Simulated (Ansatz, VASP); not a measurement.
**One calculation of HgTe, two programs**

```
Hg Te
1.0
     0.00000    3.22350    3.22350
     3.22350    0.00000    3.22350
     3.22350    3.22350    0.00000
Hg Te
1 1
Direct
  0.00000 0.00000 0.00000
  0.25000 0.25000 0.25000
```

Alike in both runs: functional PBE; k mesh 13 × 13 × 13; occupations fermi-dirac, width 0.05 eV; no spin polarisation.

Ansatz relaxed the structure, and its values are those at the end. VASP's run is a single point on that final structure, the one shown.

|  | VASP | Ansatz |
| --- | --- | --- |
| version | VASP 6.6.1 | Ansatz 0.2.0 |
| potentials or method | VASP PAW PBE potentials, release 64 (Hg, Te) | plane-wave PAW, scalar-relativistic |
| plane-wave cutoff (eV) | 520 | 420 |
| valence electrons in the cell | 18 | 36 |

|  | VASP | Ansatz | Ansatz less VASP |
| --- | --- | --- | --- |
| pressure (GPa) | 4.1 | 4.1 | -0.07 |

VASP's potentials hold 18 valence electrons a cell and Ansatz's 36, so a difference there can come from the potentials and not from the codes. Ansatz's warnings: stress scf threshold loose.

Neither program's run includes spin-orbit coupling.
